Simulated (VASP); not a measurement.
A run of VASP 6.6.1 is set up as follows.

File INCAR:

```
SYSTEM = Se3Br
PREC = Accurate
ENCUT = 520
EDIFF = 1E-6
ISMEAR = 0
SIGMA = 0.1
LREAL = .False.
LASPH = .True.
NELM = 80
ALGO = Normal
ISIF = 2
LWAVE = .False.
LCHARG = .False.
GGA = PE
IVDW = 12
NBANDS = 20
```

File KPOINTS:

```
regular mesh
0
Gamma
  16 16 16
  0 0 0
```

The input POSCAR:

```
Se3Br
1.0
   -1.8860456449      1.8860456449      7.1526725452
    1.8860456449     -1.8860456449      7.1526725452
    1.8860456449      1.8860456449     -7.1526725452
Se Br
3 1
Direct
    0.2500000000      0.7500000000      0.5000000000
    0.7500000000      0.2500000000      0.5000000000
    0.5000000000      0.5000000000      0.0000000000
    0.0000000000      0.0000000000      0.0000000000
```

Potentials or basis: VASP PAW PBE potentials, release 64 (Se, Br).

The run is started by

```console
$ cat potpaw_PBE.64/Se/POTCAR potpaw_PBE.64/Br/POTCAR > POTCAR
$ mpirun -np 1 vasp_std > vasp.out
```

Q: Estimate the band gap on the k mesh.

A: Zero (an odd number of electrons rules out a gap without spin polarisation).

Q: Estimate the dispersion energy per atom.

A: -0.324 eV.

Caveat: an odd number of electrons without spin polarisation forces a metal; a magnetic or distorted state may lie lower.
